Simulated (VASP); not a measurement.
Crystal: Si2C.

```
CELL_PARAMETERS angstrom
2.59376 0.00000 0.00000
-1.29688 2.24626 0.00000
0.00000 0.00000 6.29299
ATOMIC_POSITIONS crystal
Si 0.00000 0.00000 0.29557
Si 0.00000 0.00000 0.70443
C 0.00000 0.00000 0.00000
```

* Program: VASP 6.6.1
* Task: relaxation of cell and atoms
* Functional: PBE
* Potentials or basis: VASP PAW PBE potentials, release 64 (Si, C)
* Cutoff: 600 eV
* k mesh: 24 × 24 × 8
* Occupations: gaussian, width 0.1 eV
* Spin: no spin polarisation

At the start: pressure -0.2 GPa; volume 12.22 Å³/atom.

Task: Where does the relaxation end?

Result: Over 8 steps the energy falls by 5.2 meV/atom and the volume is 12.30 Å³/atom (+0.6 %); space group P6/mmm (No. 191, to 0.05 Å).

The path:
```
step  energy change (eV)  largest force (eV/Å)  pressure (GPa)  volume (Å³)
   1              0.0000                0.0126           -0.24        36.66
   2             -0.0098                0.2985            2.21        36.56
   3             -0.0125                0.1930            1.32        36.60
   4             -0.0152                0.0235           -0.68        37.08
   5             -0.0154                0.0252           -0.24        36.97
   6             -0.0156                0.0154           -0.02        36.91
   7             -0.0156                0.0144           -0.01        36.90
   8             -0.0156                0.0050           -0.05        36.89
```

Final structure:
```xyz
3
Lattice="2.6223 0.0000 0.0000 -1.3111 2.2710 0.0000 0.0000 0.0000 6.1948" Properties=species:S:1:pos:R:3 pbc="T T T"
Si    0.0000    0.0000    1.8399
Si    0.0000    0.0000    4.3549
C     0.0000    0.0000    0.0000
```
